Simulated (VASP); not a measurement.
A run of VASP 6.6.1 is set up as follows.

File INCAR:

```
  ALGO = Normal
  EDIFF = 1E-7
  ENCUT = 520
  GGA = PE
  ISIF = 2
  ISMEAR = 0
  LASPH = T
  LCHARG = T
  LELF = T
  LREAL = F
  LVHAR = T
  LWAVE = F
  NBANDS = 22
  NELM = 100
  PREC = Accurate
  SIGMA = 0.1
```

KPOINTS

```
k-points
0
Gamma
  6 6 6
```

File POSCAR:

```
NbC4
1.0
    3.6072856370      0.0000000000      0.0000000000
    0.0000000000      3.6072856370      0.0000000000
    0.0000000000      0.0000000000      3.6072856370
Nb C
1 4
Direct
    0.0000000000      0.0000000000      0.0000000000
    0.3489842254      0.6510157746      0.6510157746
    0.6510157746      0.3489842254      0.6510157746
    0.6510157746      0.6510157746      0.3489842254
    0.3489842254      0.3489842254      0.3489842254
```

Potentials or basis: VASP PAW PBE potentials, release 64 (Nb_sv, C).

Launch:

```sh
$ cat potpaw_PBE.64/Nb_sv/POTCAR potpaw_PBE.64/C/POTCAR > POTCAR
$ mpirun -np 1 vasp_std > vasp.out
```

(1) What does it give for the largest force?

(2) What does it give for the pressure?

Results:

(1) 0.133 eV/Å.

(2) -0.1 GPa.
